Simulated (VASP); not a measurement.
Write the native input for VASP 6.6.1 that does the following.

| Item | Value |
| --- | --- |
| Task | relaxation of cell and atoms |
| Functional | PBE |
| Potentials or basis | VASP PAW PBE potentials, release 64 (Ba_sv, Zr_sv, O) |
| Cutoff | 600 eV |
| k mesh | 6 × 6 × 6 |
| Occupations | gaussian, width 0.1 eV |
| Spin | no spin polarisation |
| Dipole correction | no |
| Further INCAR settings | ALGO = Normal; EDIFF = 1e-07; IBRION = 2; EDIFFG = -0.05; NSW = 100; ISIF = 3 |

The structure of BaZrO3 lies in POSCAR:

```
BaZrO3
1.0
    4.1592477096      0.0000000000      0.0000000000
    0.0000000000      4.1592477096      0.0000000000
    0.0000000000      0.0000000000      4.1592477096
Ba Zr O
1 1 3
Direct
    0.0000000000      0.0000000000      0.0000000000
    0.5000000000      0.5000000000      0.5000000000
    0.0000000000      0.5000000000      0.5000000000
    0.5000000000      0.0000000000      0.5000000000
    0.5000000000      0.5000000000      0.0000000000
```

These files were run (other wordings do the same):

INCAR

```
SYSTEM = BaZrO3
ALGO     = Normal         ! electronic algorithm
EDIFF    = 1E-7           ! SCF threshold, eV
EDIFFG   = -0.05          ! ionic threshold
ENCUT    = 600            ! plane-wave cutoff, eV
GGA      = PE             ! functional
GGA_COMPAT= .False.      
IBRION   = 2              ! ionic algorithm
ISIF     = 3              ! what is computed and relaxed
ISMEAR   = 0              ! smearing method
LASPH    = .True.         ! aspherical terms in the spheres
LCHARG   = .False.        ! write CHGCAR
LREAL    = .False.        ! projectors in reciprocal space
LWAVE    = .False.        ! write WAVECAR
NELM     = 120            ! most SCF steps
NELMIN   = 4            
NSW      = 100            ! ionic steps
PREC     = Accurate       ! precision mode
SIGMA    = 0.1            ! smearing width, eV
```

KPOINTS

```
k-points
0
Gamma
  6 6 6
  0 0 0
```

Potentials or basis: VASP PAW PBE potentials, release 64 (Ba_sv, Zr_sv, O).

Launch:

```bash
$ cat potpaw_PBE.64/Ba_sv/POTCAR potpaw_PBE.64/Zr_sv/POTCAR potpaw_PBE.64/O/POTCAR > POTCAR
$ mpirun -np 1 vasp_std > vasp.out
```

It gave:

```
Relaxed volume                         : 15.20 Å³/atom
Relaxed cell                           : a = 4.236 Å, b = 4.236 Å, c = 4.236 Å, α = 90.00°, β = 90.00°, γ = 90.00°
Space group after relaxing (to 0.05 Å) : Pm-3m (No. 221)
Energy gained by relaxing              : 21.6 meV/atom
Ionic steps                            : 3
Pressure after relaxing                : -0.1 GPa
Band gap on the k mesh                 : 3.12 eV, indirect (least direct gap 3.38 eV)
```

Caveat: spin-orbit coupling is left out, which moves the levels of the heavy elements.

It took 2 min on 1 thread of Intel Xeon 6975P-C, with other jobs on the host, peak memory 0.25 GiB.
